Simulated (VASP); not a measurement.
Set up this calculation in VASP 6.6.1, as the native input.

```
Task                   : single point
Functional             : r2SCAN
Potentials or basis    : VASP PAW PBE potentials, release 64 (As)
Cutoff                 : 520 eV
k mesh                 : 5 × 5 × 5
Occupations            : fermi-dirac, width 0.1 eV
Spin                   : no spin polarisation
Dipole correction      : no
Further INCAR settings : ALGO = Normal; EDIFF = 1e-07; NBANDS = 30
```

Crystal: As.

```
As
1.0
     5.38211    0.00000    0.00000
     0.00000    5.38211    0.00000
     0.00000    0.00000    5.38211
As
8
Cartesian
  0.0000 5.3821 5.3821
  2.6911 2.6911 2.6911
  1.3455 5.3821 2.6911
  4.0366 0.0000 2.6911
  2.6911 1.3455 5.3821
  2.6911 4.0366 0.0000
  5.3821 2.6911 1.3455
  5.3821 2.6911 4.0366
```

These files were run (other wordings do the same):

POSCAR

```
As
1.0
    5.3821092839      0.0000000000      0.0000000000
    0.0000000000      5.3821092839      0.0000000000
    0.0000000000      0.0000000000      5.3821092839
As
8
Direct
    0.0000000000      1.0000000000      1.0000000000
    0.5000000000      0.5000000000      0.5000000000
    0.2500000000      1.0000000000      0.5000000000
    0.7500000000      0.0000000000      0.5000000000
    0.5000000000      0.2500000000      1.0000000000
    0.5000000000      0.7500000000      0.0000000000
    1.0000000000      0.5000000000      0.2500000000
    1.0000000000      0.5000000000      0.7500000000
```

INCAR.step1

```
SYSTEM = As
PREC = Accurate
ENCUT = 520
ISMEAR = -1
SIGMA = 0.1
LREAL = .False.
LASPH = .True.
NELM = 60
NBANDS = 30
GGA = PE
ALGO = Normal
EDIFF = 1E-4
LWAVE = .True.
LCHARG = .False.
```

INCAR.step2

```
SYSTEM = As
PREC = Accurate
ENCUT = 520
EDIFF = 1E-7
ISMEAR = -1
SIGMA = 0.1
LREAL = .False.
LASPH = .True.
NELM = 60
ALGO = Normal
ISIF = 2
LWAVE = .False.
LCHARG = .False.
METAGGA = R2SCAN
LMIXTAU = .True.
NBANDS = 30
ISTART = 1
```

KPOINTS

```
regular mesh
0
Gamma
  5 5 5
  0 0 0
```

Potentials or basis: VASP PAW PBE potentials, release 64 (As).

Launch:

```console
$ cat potpaw_PBE.64/As/POTCAR > POTCAR
$ cp INCAR.step1 INCAR
$ mpirun -np 1 vasp_std > vasp.out
$ cp INCAR.step2 INCAR
$ mpirun -np 1 vasp_std > vasp.out
```

It gave:

* Pressure: -0.1 GPa
* Band gap on the k mesh: zero (bands 20 and 21 overlap by 0.55 eV)

Caveat: the PAW data sets were made with another functional, which shifts forces and pressure a little.

It took 69 s on 1 thread of Intel(R) Xeon(R) 6975P-C (Granite Rapids), with other jobs on the host, peak memory 0.26 GiB.
